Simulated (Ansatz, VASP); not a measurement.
One calculation of Te3WCl2, two programs

```
Te W Cl
1.0
     5.71072    0.00000    0.00000
    -2.85536    4.94562    0.00000
     0.00000    0.00000    7.62903
Te W Cl
3 1 2
Direct
  0.50000 0.00000 0.00000
  0.00000 0.50000 0.00000
  0.50000 0.50000 0.00000
  0.00000 0.00000 0.50000
  0.33333 0.66667 0.50000
  0.66667 0.33333 0.50000
```

Alike in both runs: functional PBE; k mesh 6 × 6 × 4; occupations gaussian, width 0.1 eV; collinear spin.

Ansatz relaxed the structure, and its values are those at the end. VASP's run is a single point on that final structure, the one shown.

```csv
,VASP,Ansatz
version,VASP 6.6.1,Ansatz 0.2.0
potentials or method,"VASP PAW PBE potentials, release 64 (Te, W_sv, Cl), cutoff 520 eV","scalar-relativistic, plane waves, PAW"
valence electrons in the cell,46,76
```

|  | VASP | Ansatz | Ansatz less VASP |
| --- | --- | --- | --- |
| gap on the k mesh at the Fermi level (eV) | none | none | - |
| pressure (GPa) | 0.0 | 0.1 | +0.02 |
| net moment per atom (μB) | 0.51 | 0.51 | 0.000 |
| size of the moment on the site where the two differ most (μB) | 3.26 | 3.56 | +0.301 |

Site moments also hang on the region over which each program counts them. A gap of «none» marks a metal or a gap that the smearing closes. VASP's potentials hold 46 valence electrons a cell and Ansatz's 76, so a difference there can come from the potentials and not from the codes. Ansatz's warnings: no starting moments.

Neither program's run includes spin-orbit coupling.
